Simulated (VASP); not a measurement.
Wanted: the native input for a VASP 6.6.1 run.

```yaml
Task: single point
Functional: PBE
Potentials_or_basis: VASP PAW PBE potentials, release 64 (Tl_d, Mo_sv, F)
Cutoff: 520 eV
k_mesh: 4 × 4 × 4
Occupations: gaussian, width 0.1 eV
Spin: collinear spin
Starting_moments: "[0.0, 1.0, 1.0, 1.0, 1.0, 0.0] μB"
Dipole_correction: no
Further_INCAR_settings: ALGO = Normal; EDIFF = 1e-06; NBANDS = 51
```

The structure of TlMo4F lies in POSCAR:

```
TlMo4F
1.0
    4.0474629400      0.0000000000      0.0000000000
    0.0000000000      4.0474629400      0.0000000000
    0.0000000000      0.0000000000      5.7239309800
Tl Mo F
1 4 1
Direct
    0.5000000000      0.5000000000      0.5000000000
    0.5000000000      0.0000000000      0.7265759700
    0.0000000000      0.5000000000      0.2734240300
    0.5000000000      0.0000000000      0.2734240300
    0.0000000000      0.5000000000      0.7265759700
    0.0000000000      0.0000000000      0.0000000000
```

The cell was generated, and may not be a known phase.

These files were run (other wordings do the same):

INCAR

```
  ALGO = Normal
  EDIFF = 1E-6
  ENCUT = 520
  GGA = PE
  ISIF = 2
  ISMEAR = 0
  ISPIN = 2
  LASPH = T
  LCHARG = F
  LMAXMIX = 4
  LORBIT = 11
  LREAL = F
  LWAVE = F
  MAGMOM = 0 1 1 1 1 0
  NBANDS = 51
  NELM = 150
  PREC = Accurate
  SIGMA = 0.1
```

KPOINTS

```
k-points
0
Gamma
  4 4 4
```

Potentials or basis: VASP PAW PBE potentials, release 64 (Tl_d, Mo_sv, F).

Run with:

```bash
$ cat potpaw_PBE.64/Tl_d/POTCAR potpaw_PBE.64/Mo_sv/POTCAR potpaw_PBE.64/F/POTCAR > POTCAR
$ mpirun -np 1 vasp_std > vasp.out
```

It gave:

```yaml
Pressure: 50.6 GPa
Largest_force: 5.024 eV/Å
Band_gap_on_the_k_mesh: zero (filled and empty bands overlap)
Net_moment: 0.00 μB per cell
Valence_electrons_inside_the_program's_atomic_spheres: Tl 12.54; Mo 12.67; F 6.02
```

Caveat: the k points lie up to 0.39 Å⁻¹ apart, too coarse for converged energies and pressures of a metal; spin-orbit coupling is left out, which moves the levels of the heavy elements; forces of over 1 eV/Å act on the atoms, so gaps and moduli don't describe the material at rest.

Wall time 2.2 min on 1 thread of Intel(R) Xeon(R) Platinum 8559C (Emerald Rapids), with other jobs on the host, peak memory 0.31 GiB.
